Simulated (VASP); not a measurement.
BN, 8 atoms in the cell. The structure is tetragonal, space group P4_2/mnm (No. 136). Conventional cell: a = 4.356 Å, b = 4.356 Å, c = 2.626 Å, α = 90.00°, β = 90.00°, γ = 90.00°. Within 2.1 Å of B (site symmetry m2m) lie 4 N at 1.57 to 1.58 Å. N (site symmetry m2m) has 4 B at 1.57 to 1.58 Å within 2.1 Å. 

| Item | Value |
| --- | --- |
| Program | VASP 6.6.1 |
| Task | single point |
| Functional | PBE |
| Potentials or basis | VASP PAW PBE potentials, release 64 (B, N) |
| Cutoff | 520 eV |
| k mesh | 6 × 6 × 10 |
| Occupations | gaussian, width 0.05 eV |
| Spin | no spin polarisation |
| Dipole correction | no |
| Further INCAR settings | ALGO = Normal; EDIFF = 1e-07; NBANDS = 26 |

Potentials or basis: VASP PAW PBE potentials, release 64 (B, N).

Command:

```bash
$ cat potpaw_PBE.64/B/POTCAR potpaw_PBE.64/N/POTCAR > POTCAR
$ mpirun -np 1 vasp_std > vasp.out
```

Hardware: 1 thread of Intel(R) Xeon(R) 6975P-C (Granite Rapids) (shared host).

Q: Estimate the wall time of this run.

A: It took 24 s on 1 thread of Intel(R) Xeon(R) 6975P-C (Granite Rapids) (shared host), peak memory 0.18 GiB. Counts: scf iterations 14, k points 60.
